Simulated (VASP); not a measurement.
Li3SeF, 10 atoms in the cell. The typed cell holds 10 atoms: a = 4.047 Å, b = 3.949 Å, c = 8.071 Å, α = 92.07°, β = 89.67°, γ = 88.34°. 

| Property | Result |
| --- | --- |
| Program | VASP 6.6.1 |
| Task | relaxation of cell and atoms |
| Functional | PBE |
| Potentials or basis | VASP PAW PBE potentials, release 64 (Li_sv, Se, F) |
| Cutoff | 600 eV |
| k mesh | 4 × 4 × 2 |
| Occupations | gaussian, width 0.1 eV |
| Spin | no spin polarisation |
| Dipole correction | no |
| Further INCAR settings | ALGO = Normal; EDIFF = 1e-07; IBRION = 2; EDIFFG = -0.015; NSW = 100; ISIF = 3 |

Potentials or basis: VASP PAW PBE potentials, release 64 (Li_sv, Se, F).

The run is started by

```sh
$ cat potpaw_PBE.64/Li_sv/POTCAR potpaw_PBE.64/Se/POTCAR potpaw_PBE.64/F/POTCAR > POTCAR
$ mpirun -np 1 vasp_std > vasp.out
```

Hardware: 1 thread of Intel(R) Xeon(R) Platinum 8259CL CPU @ 2.50GHz (Skylake/Cascade Lake) (shared host).

Question: Estimate the wall time of this run.

Answer: Wall time 18 min on 1 thread of Intel(R) Xeon(R) Platinum 8259CL CPU @ 2.50GHz (Skylake/Cascade Lake), on a shared host, peak memory 0.3 GiB. Counts: scf iterations 169, k points 20, ion steps 17.
